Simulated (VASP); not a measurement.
Set up this calculation in VASP 6.6.1, as the native input.

* Task: single point
* Functional: PBE
* Potentials or basis: VASP PAW PBE potentials, release 64 (Be, S)
* Cutoff: 520 eV
* k mesh: 5 × 5 × 4
* Occupations: gaussian, width 0.2 eV
* Spin: no spin polarisation
* Dipole correction: no
* Further INCAR settings: ALGO = Normal; EDIFF = 1e-06; NBANDS = 18

The structure of Be6S lies in POSCAR:

```
Be6S
1.0
    3.8905204443      0.0000000000      0.0000000000
   -1.9452602221      3.3692895387      0.0000000000
    0.0000000000      0.0000000000      5.4938809733
Be S
6 1
Direct
    0.6654939150      0.6654939150      0.3369354894
    0.3345060850      0.0000000000      0.3369354894
    0.0000000000      0.3345060850      0.3369354894
    0.6654939150      0.0000000000      0.6630645106
    0.0000000000      0.6654939150      0.6630645106
    0.3345060850      0.3345060850      0.6630645106
    0.0000000000      0.0000000000      0.0000000000
```

The input as run:

INCAR

```
PREC = Accurate
ENCUT = 520
EDIFF = 1E-6
ISMEAR = 0
SIGMA = 0.2
LREAL = F
LASPH = T
NELM = 60
ALGO = Normal
ISIF = 2
LWAVE = F
LCHARG = T
GGA = PE
LELF = T
LVHAR = T
NBANDS = 18
```

KPOINTS

```
regular mesh
0
Gamma
  5 5 4
```

Potentials or basis: VASP PAW PBE potentials, release 64 (Be, S).

The run is started by

```sh
$ cat potpaw_PBE.64/Be/POTCAR potpaw_PBE.64/S/POTCAR > POTCAR
$ mpirun -np 1 vasp_std > vasp.out
```

Results of the run:

- Pressure: 0.5 GPa
- Largest force: 0.035 eV/Å
- Band gap on the k mesh: zero (band 9 reaches 5.68 eV, above the bottom of band 10 at 5.63 eV)

Caveat: the k points lie up to 0.37 Å⁻¹ apart.

Run time: 14 s on 1 thread of Intel(R) Xeon(R) 6975P-C (Granite Rapids), with other jobs on the host, peak memory 0.17 GiB.
